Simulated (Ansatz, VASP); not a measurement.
One calculation of PdPt2Se3, two programs

```
Pd Pt Se
1.0
     5.09109    0.00000    0.00000
     0.00000    5.09109    0.00000
     0.00000    0.00000    7.11265
Pd Pt Se
1 2 3
Cartesian
  2.5455 2.5455 0.0000
  0.0000 2.5455 0.0000
  2.5455 0.0000 0.0000
  2.5455 2.5455 2.3691
  2.5455 2.5455 4.7436
  0.0000 0.0000 0.0000
```

Alike in both runs: task relaxation of cell and atoms; functional PBE; k mesh 8 × 8 × 6; occupations gaussian, width 0.1 eV; no spin polarisation.

|  | VASP | Ansatz |
| --- | --- | --- |
| version | VASP 6.6.1 | Ansatz 0.2.0 |
| potentials or method | VASP PAW PBE potentials, release 64 (Pd, Pt, Se), cutoff 600 eV | scalar-relativistic, plane waves, PAW |
| valence electrons in the cell | 48 | 102 |

```tsv
	VASP	Ansatz	Ansatz less VASP
gap on the k mesh at the Fermi level, each at its own relaxed structure (eV)	none	none	-
relaxed volume (Å³/atom)	30.62	30.62	+0.003
relaxed cell length with the largest relative difference (Å)	7.087	7.083	-0.0040
```

A gap of «none» marks a metal or a gap that the smearing closes. VASP's potentials hold 48 valence electrons a cell and Ansatz's 102, so a difference there can come from the potentials and not from the codes. Ansatz's warnings: xc potential rough in thin density.

Spin-orbit coupling is off throughout.
